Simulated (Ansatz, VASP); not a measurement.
## K2H in VASP and in Ansatz

The input INCAR:

```
  ALGO = Normal
  DIPOL = 0.5 0.5 0.290
  EDIFF = 1E-6
  ENCUT = 520
  GGA = PE
  IDIPOL = 3
  ISIF = 2
  ISMEAR = 0
  LASPH = True
  LCHARG = True
  LDIPOL = True
  LELF = True
  LREAL = False
  LVACPOTAV = True
  LVHAR = True
  LWAVE = False
  NBANDS = 28
  NELM = 100
  PREC = Accurate
  SIGMA = 0.2
```

File KPOINTS:

```
k-points
0
Gamma
  4 6 1
```

The input POSCAR:

```
K2H
1.0
    9.0812287225      0.0000000000      0.0000000000
    0.0000000000      4.5406143613      0.0000000000
    0.0000000000      0.0000000000     32.7506697200
K H
4 2
Direct
    0.0000000000      0.0000000000      0.3619051264
    0.5000000000      0.0000000000      0.3619051264
    0.0000000000      0.0000000000      0.2182356818
    0.5000000000      0.0000000000      0.2182356818
    0.5000000000      0.0000000000      0.2900704041
    0.0000000000      0.0000000000      0.2900704041
```

Input for Ansatz:

```yaml
crystal:
  lattice:
    - [9.0812287225, 0.0, 0.0]
    - [0.0, 4.5406143613, 0.0]
    - [0.0, 0.0, 32.75066972]
  atoms:
    - { symbol: K, position: [0.0, 0.0, 0.3619051264] }
    - { symbol: K, position: [0.5, 0.0, 0.3619051264] }
    - { symbol: K, position: [0.0, 0.0, 0.2182356818] }
    - { symbol: K, position: [0.5, 0.0, 0.2182356818] }
    - { symbol: H, position: [0.5, 0.0, 0.2900704041] }
    - { symbol: H, position: [0.0, 0.0, 0.2900704041] }
  periodic: [true, true, false]
basis:
  ecutwfc: 420
kpoints:
  mp_grid: { grid: [4, 6, 1] }
hamiltonian:
  xc: pbe
scf:
  occupations: { method: gaussian, width: 0.2 }
  lower_state_search: "off"
output:
  forces: true
  stress: true
  eigenvalues: true
```

Alike in both runs: task single point; functional PBE; k mesh 4 × 6 × 1; occupations gaussian, width 0.2 eV; no spin polarisation.

```csv
,VASP,Ansatz
version,VASP 6.6.1,Ansatz 0.2.0
potentials or method,"VASP PAW PBE potentials, release 64 (K_sv, H), cutoff 520 eV","scalar-relativistic, plane waves, PAW"
valence electrons in the cell,38,38
```

```tsv
	VASP	Ansatz	Ansatz less VASP
gap on the k mesh at the Fermi level (eV)	none	none	-
rms of the force components (eV/Å)	0.001	0.003	+0.0024
```

Atom by atom the forces differ by 0.002 eV/Å (rms over components). A gap of «none» marks a metal or a gap that the smearing closes.
